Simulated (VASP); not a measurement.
PbS:

```
Pb S
1.0
     2.11266    1.21975    3.45192
    -2.11266    1.21975    3.45192
     0.00000   -2.43949    3.45192
Pb S
1 1
Direct
  0.98057 0.98057 0.98057
  0.47504 0.47504 0.47504
```

* Program: VASP 6.6.1
* Task: relaxation of cell and atoms
* Functional: PBE
* Dispersion: D3(BJ)
* Potentials or basis: VASP PAW PBE potentials, release 64 (Pb_d, S)
* Cutoff: 600 eV
* k mesh: 6 × 6 × 6
* Occupations: fermi-dirac, width 0.02 eV
* Spin: no spin polarisation

At the start: pressure -1.2 GPa; volume 26.69 Å³/atom.

Question: Where does the relaxation end?

Answer: Over 10 steps the energy falls by 2.4 meV/atom and the volume is 26.11 Å³/atom (-2.2 %); space group Fm-3m (No. 225, to 0.05 Å).

Step by step:
```
step  energy change (eV)  largest force (eV/Å)  pressure (GPa)  volume (Å³)
   1              0.0000                0.0118           -1.18        53.37
   2             -0.0038                0.0238            0.42        51.87
   3             -0.0043                0.0214            0.00        52.23
   4             -0.0043                0.0211            0.02        52.21
   5             -0.0043                0.0184            0.00        52.21
   6             -0.0044                0.0170            0.03        52.20
   7             -0.0046                0.0120            0.03        52.18
   8             -0.0048                0.0036            0.08        52.15
   9             -0.0046                0.0015           -0.24        52.42
  10             -0.0048                0.0040           -0.01        52.22
```

Final structure:
```cif
data_structure
_symmetry_space_group_name_H-M 'P 1'
_symmetry_Int_Tables_number 1
_cell_length_a 4.1964
_cell_length_b 4.1964
_cell_length_c 4.1964
_cell_angle_alpha 59.972
_cell_angle_beta 59.972
_cell_angle_gamma 59.972
_cell_volume 52.22
loop_
_atom_site_label
_atom_site_type_symbol
_atom_site_fract_x
_atom_site_fract_y
_atom_site_fract_z
_atom_site_occupancy
Pb1 Pb 0.97836 0.97836 0.97836 1
S1 S 0.47724 0.47724 0.47724 1
```
